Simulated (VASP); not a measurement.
Runs of VASP 6.6.1 on MgO. The structure is that of space group R-3m (No. 166), or close to it. The cells are those of the table. 

```tsv
cell	gap on the mesh (eV)	pressure (GPa)
a = 2.833 Å, angles 67.3°, 2 atoms	(a)	-1.1
a = 3.414 Å, angles 45.7°, 2 atoms	1.17	3.6
a = 2.669 Å, angles 82.7°, 2 atoms	3.55	-3.6
a = 3.745 Å, angles 38.9°, 2 atoms	none	19.0
a = 2.726 Å, angles 75.3°, 2 atoms	(b)	-1.7
a = 3.054 Å, angles 56.6°, 2 atoms	5.31	-1.0
a = 3.181 Å, angles 52.2°, 2 atoms	4.22	-0.3
a = 4.087 Å, angles 33.6°, 2 atoms	none	38.8
```

Alike in all rows: task single point; level r2SCAN; potentials or basis VASP PAW PBE potentials, release 64 (Mg, O); no spin polarisation; k mesh 10 × 10 × 10; cutoff (eV) 520; smearing gaussian 0.05 eV.

Question: Estimate the missing entries.

Answer: (a) 4.68; (b) 3.86.

Caveats: the PAW data sets were made with another functional, which shifts forces and pressure a little.

A k mesh can miss the band edges.

A gap of «none» marks levels without a gap at the run's occupations.
